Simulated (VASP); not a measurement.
# Si4Mo2C in VASP: further runs, part 2 of 2

VASP 6.6.1. Earlier steps stand in the parts before.

## Step 3: Single point, PBE

File INCAR:

```
PREC = Accurate ; ENCUT = 520
EDIFF = 1E-6 ; ISMEAR = 0
SIGMA = 0.1 ; LREAL = F
LASPH = T ; NELM = 100
ALGO = Normal ; ISIF = 2
LWAVE = F ; LCHARG = F
LDIPOL = T ; IDIPOL = 3
DIPOL = 0.5 0.5 0.363 ; GGA = PE
NBANDS = 33
```

File KPOINTS:

```
Automatic mesh
0
Gamma
  8 8 1
```

File POSCAR:

```
Si4Mo2C
1.0
    3.2169717285      0.0000000000      0.0000000000
    0.0000000000      3.2169717285      0.0000000000
    0.0000000000      0.0000000000     21.8787970046
Si Mo C
4 2 1
Direct
    0.0000000000      0.0000000000      0.1828254085
    0.0000000000      0.0000000000      0.3015081460
    0.5000000000      0.5000000000      0.3593659936
    0.5000000000      0.5000000000      0.4743769505
    0.5000000000      0.5000000000      0.2421667772
    0.0000000000      0.0000000000      0.4192862006
    0.5000000000      0.5000000000      0.5585776405
```

Potentials or basis: VASP PAW PBE potentials, release 64 (Si, Mo_sv, C).

The run is started by

```sh
$ cat potpaw_PBE.64/Si/POTCAR potpaw_PBE.64/Mo_sv/POTCAR potpaw_PBE.64/C/POTCAR > POTCAR
$ mpirun -np 1 vasp_std > vasp.out
```

OUTCAR:

```text
PREC = Accurate
   ENCUT = 520
   EDIFF = 1E-6
   ISMEAR = 0
   LREAL = F
   LASPH = T
   NELM = 100
   ISIF = 2
   GGA = PE

 ion  position               nearest neighbor table
   1  0.000  0.000  0.183-   2 2.60   5 2.62   5 2.62   5 2.62   5 2.62
   2  0.000  0.000  0.302-   6 2.58   1 2.60   3 2.60   3 2.60   3 2.60   3 2.60   5 2.62   5 2.62
                             5 2.62   5 2.62
   3  0.500  0.500  0.359-   4 2.52   5 2.56   2 2.60   2 2.60   2 2.60   2 2.60   6 2.63   6 2.63
                             6 2.63   6 2.63
   4  0.500  0.500  0.474-   7 1.84   3 2.52   6 2.57   6 2.57   6 2.57   6 2.57
   5  0.500  0.500  0.242-   3 2.56   1 2.62   1 2.62   1 2.62   1 2.62   2 2.62   2 2.62   2 2.62
                             2 2.62
   6  0.000  0.000  0.419-   4 2.57   4 2.57   4 2.57   4 2.57   2 2.58   3 2.63   3 2.63   3 2.63
                             3 2.63
   7  0.500  0.500  0.559-   4 1.84

  LATTYP: Found a simple tetragonal cell.
 ALAT       =     3.2169717285
 C/A-ratio  =     6.8010535532

  Lattice vectors:

 A1 = (   3.2169717285,   0.0000000000,   0.0000000000)
 A2 = (   0.0000000000,   3.2169717285,   0.0000000000)
 A3 = (   0.0000000000,   0.0000000000,  21.8787970046)

Analysis of symmetry for initial positions (statically):
=====================================================================
 Subroutine PRICEL returns:
 Original cell was already a primitive cell.

 Routine SETGRP: Setting up the symmetry group for a
 simple tetragonal supercell.

 Subroutine GETGRP returns: Found  8 space group operations
 (whereof  8 operations were pure point group operations)
 out of a pool of 16 trial point group operations.

The static configuration has the point symmetry C_4v.

Analysis of symmetry for dynamics (positions and initial velocities):
=====================================================================
 Subroutine PRICEL returns:
 Original cell was already a primitive cell.

 Routine SETGRP: Setting up the symmetry group for a
 simple tetragonal supercell.

 Subroutine GETGRP returns: Found  8 space group operations
 (whereof  8 operations were pure point group operations)
 out of a pool of 16 trial point group operations.

The dynamic configuration has the point symmetry C_4v.

 Subroutine INISYM returns: Found  8 space group operations
 (whereof  8 operations are pure point group operations),
 and found     1 'primitive' translations

----------------------------------------------------------------------------------------

                                     Primitive cell

  volume of cell :     226.4216

  direct lattice vectors                    reciprocal lattice vectors
     3.216971728  0.000000000  0.000000000     0.310851349  0.000000000  0.000000000
     0.000000000  3.216971728  0.000000000     0.000000000  0.310851349  0.000000000
     0.000000000  0.000000000 21.878797005     0.000000000  0.000000000  0.045706352

  length of vectors
     3.216971728  3.216971728 21.878797005     0.310851349  0.310851349  0.045706352

  position of ions in fractional coordinates (direct lattice)
     0.000000000  0.000000000  0.182825409
     0.000000000  0.000000000  0.301508146
[... 59 lines left out ...]
   k-points           NKPTS =     15   k-points in BZ     NKDIM =     15   number of bands    NBANDS=     33
   number of dos      NEDOS =    301   number of ions     NIONS =      7
   total plane-waves  NPLWV =  96768
   dimension x,y,z NGX =    24 NGY =   24 NGZ =  168
   dimension x,y,z NGXF=    48 NGYF=   48 NGZF=  336
   ions per type =               4   2   1
   NGX,Y,Z   is equivalent  to a cutoff of  12.40, 12.40, 12.77 a.u.
   NGXF,Y,Z  is equivalent  to a cutoff of  24.81, 24.81, 25.53 a.u.
 SYSTEM =  unknown system
   PREC   = accura    normal or accurate (medium, high low for compatibility)
   ISTART =      0    job   : 0-new  1-cont  2-samecut
   ICHARG =      2    charge: 1-file 2-atom 10-const
   ISPIN  =      1    spin polarized calculation?
   LNONCOLLINEAR =      F non collinear calculations
   LSORBIT =      F    spin-orbit coupling
   LASPH  =      T    aspherical Exc in radial PAW
   ENCUT  =  520.0 eV  38.22 Ry    6.18 a.u.   5.98  5.98 40.68*2*pi/ulx,y,z
   NELM   =    100;   NELMIN=  2; NELMDL= -5     # of ELM steps
   EDIFF  = 0.1E-05   stopping-criterion for ELM
   LREAL  =      F    real-space projection
   EDIFFG = 0.1E-04   stopping-criterion for IOM
   NSW    =      0    number of steps for IOM
   IBRION =     -1    ionic relax: 0-MD 1-quasi-New 2-CG
   NFREE  =      0    steps in history (QN), initial steepest desc. (CG)
   ISIF   =      2    stress and relaxation
   ISYM   =      2    0-nonsym 1-usesym 2-fastsym
   POTIM  = 0.5000    time-step for ionic-motion
   TEBEG  =    0.0;   TEEND  =   0.0 temperature during run
   PSTRESS=    0.0 pullay stress
   NELECT =      48.0000    total number of electrons
   NUPDOWN=      -1.0000    fix difference up-down
   EMIN   =  10.00;   EMAX   =-10.00  energy-range for DOS
   EFERMI =   0.00;   METHOD = LEGACY
   ISMEAR =     0;   SIGMA  =   0.10  broadening in eV -4-tet -1-fermi 0-gaus
   EFERMI_NEDOS =   21; number of points for ismear=-14 and -15
   IALGO  =     38    algorithm
   IMIX   =      4    mixing-type and parameters
     AMIX     =   0.40;   BMIX     =  1.00
     AMIX_MAG =   1.60;   BMIX_MAG =  1.00
  volume/ion in A,a.u.               =      32.35       218.28
  Fermi-wavevector in a.u.,A,eV,Ry     =   0.976149  1.844653 12.964530  0.952866
  Thomas-Fermi vector in A             =   2.106744
   LORBIT       =      0    0 simple, 1 ext, 2 COOP (PROOUT), +10 PAW based schemes
   GGA     = PE    functional components
   LHFCALC =     F    Hartree Fock is set to
   AEXX    =    0.0000 exact exchange contribution
   IVDW    =     0    specifies the selected vdW correction
   LEPSILON=     F    determine dielectric tensor
   LRPA    =     F    only Hartree local field effects (RPA)
 non-spin polarized calculation
 Gauss-broadening in eV      SIGMA  =   0.10
  energy-cutoff  :      520.00
  volume of cell :      226.42
 maximum number of plane-waves:      6156
 NGX is ok and might be reduce to    24
   NGX = 11   NGY = 11   NGZ = 81

 dipolmoment           0.000000      0.000000     -0.037794 electrons x Angstroem

 number of electron      48.0000006 magnetization

 dipolmoment           0.000000      0.000000      0.175378 electrons x Angstroem

 Free energy of the ion-electron system (eV)
  ---------------------------------------------------
  ext. energy  EPLUGINS =         0.00000000
  ---------------------------------------------------
  free energy    TOTEN  =       -48.19945025 eV

  energy without entropy =      -48.18122633  energy(sigma->0) =      -48.19033829

 E-fermi :   0.8030     XC(G=0):  -5.9404

 val. band max:        0.7881361779   @ k =   0.5000   0.1250   0.0000
 cond. band min:       0.8056501920   @ k =   0.3750   0.0000   0.0000
 fundamental gap:      0.0175140141
 Fermi energy:         0.8030222550

 k-point     1 :       0.0000    0.0000    0.0000
  band No.  band energies     occupation
      1     -59.6693      2.00000
      2     -59.6390      2.00000
      3     -33.8201      2.00000
      4     -33.7750      2.00000
      5     -33.7374      2.00000
      6     -33.7374      2.00000
[... 529 lines left out ...]
     32       4.9412      0.00000
     33       5.1477      0.00000

------------------------ aborting loop because EDIFF is reached ----------------------------------------

 vacuum level on the upper side and lower side of the slab       (xc-potential included)         1.258        -1.737

  FORCE on cell =-STRESS in cart. coord.  units (eV):
  Direction    XX          YY          ZZ          XY          YZ          ZX
  --------------------------------------------------------------------------------------
  -------------------------------------------------------------------------------------
  Total       -1.7150054     -1.7150054      0.0858796      0.0000000      0.0000000      0.0000000
  in kB      -12.1355135    -12.1355135      0.6076905      0.0000000      0.0000000      0.0000000
  external PRESSURE =      -7.8877788 kB  Pullay stress =       0.0000000 kB

 VOLUME and BASIS-vectors are now :
 -----------------------------------------------------------------------------
  energy-cutoff  :      520.00
  volume of cell :      226.42
      direct lattice vectors                 reciprocal lattice vectors
     3.216971728  0.000000000  0.000000000     0.310851349  0.000000000  0.000000000
     0.000000000  3.216971728  0.000000000     0.000000000  0.310851349  0.000000000
     0.000000000  0.000000000 21.878797005     0.000000000  0.000000000  0.045706352

 POSITION                                       TOTAL-FORCE (eV/Angst)
 -----------------------------------------------------------------------------------
      0.00000      0.00000      4.00000         0.000000      0.000000      0.565360
      0.00000      0.00000      6.59664         0.000000      0.000000     -0.342418
      1.60849      1.60849      7.86250         0.000000      0.000000     -0.084837
      1.60849      1.60849     10.37880         0.000000      0.000000      0.617836
      1.60849      1.60849      5.29832        -0.000000     -0.000000     -0.300081
      0.00000      0.00000      9.17348         0.000000      0.000000     -0.496385
      1.60849      1.60849     12.22101         0.000000      0.000000      0.040524
 -----------------------------------------------------------------------------------
    total drift:                                0.000000      0.000000     -0.000007

  FREE ENERGIE OF THE ION-ELECTRON SYSTEM (eV)
  ---------------------------------------------------
  free  energy   TOTEN  =       -48.1994502455 eV

  energy  without entropy=      -48.1812263322  energy(sigma->0) =      -48.19033829

 vacuum level on the upper side and lower side of the slab         8.254         5.197
```

It took 5.2 min on 1 thread of AMD EPYC 7R43 (Zen 3), shared host; peak memory 0.31 GiB.

Results:

```yaml
Free_energy: -48.1995 eV
Largest_force: 0.618 eV/Å
Band_gap_on_the_k_mesh: zero (bands 24 and 25 overlap by 0.86 eV)
```

Forces on the atoms (eV/Å):
```
Si   0.000  0.000  0.565
Si   0.000  0.000 -0.342
Si   0.000  0.000 -0.085
Si   0.000  0.000  0.618
Mo   0.000  0.000 -0.300
Mo   0.000  0.000 -0.496
C    0.000  0.000  0.041
```

## Step 4: Single point, PBE

File INCAR:

```
SYSTEM = Si4Mo2C
PREC = Accurate ; ENCUT = 520
EDIFF = 1E-6 ; ISMEAR = 0
SIGMA = 0.1 ; LREAL = .False.
LASPH = .True. ; NELM = 80
ALGO = Normal ; ISIF = 2
LWAVE = .False. ; LCHARG = .False.
LDIPOL = .True. ; IDIPOL = 3
DIPOL = 0.5 0.5 0.356 ; GGA = PE
NBANDS = 33
```

File KPOINTS:

```
Automatic mesh
0
Gamma
  8 8 1
  0 0 0
```

POSCAR, as its differences from that of step 3:

```diff
@@ -14,2 +14,2 @@
     0.0000000000      0.0000000000      0.4192862006
-    0.5000000000      0.5000000000      0.5585776405
+    1.0000000000      1.0000000000      0.5096529398
```

The run is started by

```sh
$ cat potpaw_PBE.64/Si/POTCAR potpaw_PBE.64/Mo_sv/POTCAR potpaw_PBE.64/C/POTCAR > POTCAR
$ mpirun -np 1 vasp_std > vasp.out
```

It took 5.5 min on 1 thread of AMD EPYC 7R43 (Zen 3), shared host; peak memory 0.31 GiB.

Results (log left out):

| Property | Result |
| --- | --- |
| Free energy | -49.2833 eV |
| Largest force | 2.943 eV/Å |
| Band gap on the k mesh | zero (bands 24 and 25 overlap by 0.25 eV) |

Forces on the atoms (eV/Å):
```
Si   0.000  0.000  0.642
Si   0.000  0.000 -1.415
Si   0.000  0.000 -0.977
Si   0.000  0.000  2.943
Mo   0.000  0.000 -0.379
Mo   0.000  0.000 -0.834
C    0.000  0.000  0.020
```

Levels at points of the mesh, in eV from the Fermi level:
```csv
k point,band 22,band 23,band 24,band 25,band 26,band 27
"(0.00, 0.00, 0.00)",0.06,0.13,0.13,0.67,0.67,1.26
"(0.50, 0.00, 0.00)",-1.20,-1.08,-0.22,-0.11,1.69,2.00
"(0.50, 0.50, 0.00)",-1.79,-1.79,-0.28,1.07,1.44,1.44
```

## Step 5: Summary

| task | cell | atoms held fixed (from 0) | atoms held along some axes (from 0) | gap on the mesh (eV) | largest force (eV/Å) |
| --- | --- | --- | --- | --- | --- |
| relaxation of the atoms | atoms relaxed, atomic positions A | [0, 1, 2, 3, 4, 5] | atom 6 along a and b | none | - |
| single point | as given, atomic positions B | - | - | none | 0.62 |
| single point | as given, atomic positions C | - | - | none | 2.94 |

Alike in all rows: level PBE; potentials or basis VASP PAW PBE potentials, release 64 (Si, Mo_sv, C); no spin polarisation; k mesh 8 × 8 × 1; cutoff (eV) 520; smearing gaussian 0.1 eV.

Absolute energies hang on the potentials; compare differences alone.

The gap in the log of VASP goes by the Fermi energy; the results here count the filled bands.